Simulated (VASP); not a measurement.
## Si: single point with LDA

Si:

```xyz
2
Lattice="0.0000 2.8925 2.4112 2.8925 0.0000 2.4112 2.8925 2.8925 0.0000" Properties=species:S:1:pos:R:3 pbc="T T T"
Si    2.8925    2.8925    2.4112
Si    4.3387    4.3387    3.6168
```

This cell differs from its parent crystal: volume 20.173 Å^3 an atom, c/a of the conventional cell 0.8336.

```
Program             : VASP 6.6.1
Task                : single point
Functional          : LDA
Potentials or basis : VASP PAW LDA potentials, release 64 (Si)
Cutoff              : 520 eV
k mesh              : 12 × 12 × 12
Occupations         : gaussian, width 0.05 eV
Spin                : no spin polarisation
```

```
Pressure               : -3.4 GPa
Band gap on the k mesh : zero (band 4 reaches 6.44 eV, above the bottom of band 5 at 5.17 eV)
```

Stress tensor (GPa, compression positive):
```
-7.07  0.00  0.00
 0.00 -7.07  0.00
 0.00  0.00  3.91
```

Levels at points of the mesh, in eV from the Fermi level:
```tsv
k point	band 1	band 2	band 3	band 4	band 5	band 6	band 7	band 8
(0.00, 0.00, 0.00)	-11.90	-0.33	-0.33	0.72	2.23	2.82	2.92	2.92
(0.50, 0.00, 0.00)	-9.53	-6.93	-1.90	-0.51	0.73	2.65	4.75	7.96
(0.50, 0.50, 0.00)	-7.09	-7.09	-3.65	-3.65	-0.21	-0.21	9.65	9.65
(0.50, 0.00, 0.50)	-8.11	-8.11	-2.26	-2.26	1.20	1.20	8.18	8.18
```

Wall time 28 s on 1 thread of Intel(R) Xeon(R) 6975P-C (Granite Rapids), on a shared host, peak memory 0.17 GiB.
